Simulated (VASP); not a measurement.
Crystal: TiAl (d3).

```
Ti Al
1.0
     2.86726    0.00000    0.00000
    -1.43363    2.48312    0.00000
     0.00000    0.00000    4.67808
Ti Al
1 1
Cartesian
  0.0000 0.0000 0.0000
  0.0000 1.6554 2.3390
```

```yaml
Program: VASP 6.6.1
Task: relaxation of cell and atoms
Functional: PBE
Dispersion: D3(BJ)
Potentials_or_basis: VASP PAW PBE potentials, release 64 (Ti_sv, Al)
Cutoff: 600 eV
k_mesh: 18 × 18 × 10
Occupations: gaussian, width 0.1 eV
Spin: no spin polarisation
```

At the start: pressure -4.6 GPa; volume 16.65 Å³/atom.

Task: Where does the relaxation end?

Result: Over 3 steps the energy falls by 10.5 meV/atom and the volume is 15.96 Å³/atom (-4.2 %); space group P-6m2 (No. 187, to 0.05 Å).

The path:
```tsv
step	energy change (eV)	largest force (eV/Å)	pressure (GPa)	volume (Å³)
1	0.0000	0.0000	-4.56	33.31
2	-0.0125	0.0000	3.29	31.07
3	-0.0211	0.0000	0.01	31.91
```

Final structure:
```cif
data_structure
_symmetry_space_group_name_H-M 'P 1'
_symmetry_Int_Tables_number 1
_cell_length_a 2.8310
_cell_length_b 2.8310
_cell_length_c 4.5979
_cell_angle_alpha 90.000
_cell_angle_beta 90.000
_cell_angle_gamma 120.000
_cell_volume 31.91
loop_
_atom_site_label
_atom_site_type_symbol
_atom_site_fract_x
_atom_site_fract_y
_atom_site_fract_z
_atom_site_occupancy
Ti1 Ti 0.00000 0.00000 0.00000 1
Al1 Al 0.33333 0.66667 0.50000 1
```

Caveat: pairwise dispersion overbinds metals, which lowers pressure and volume.
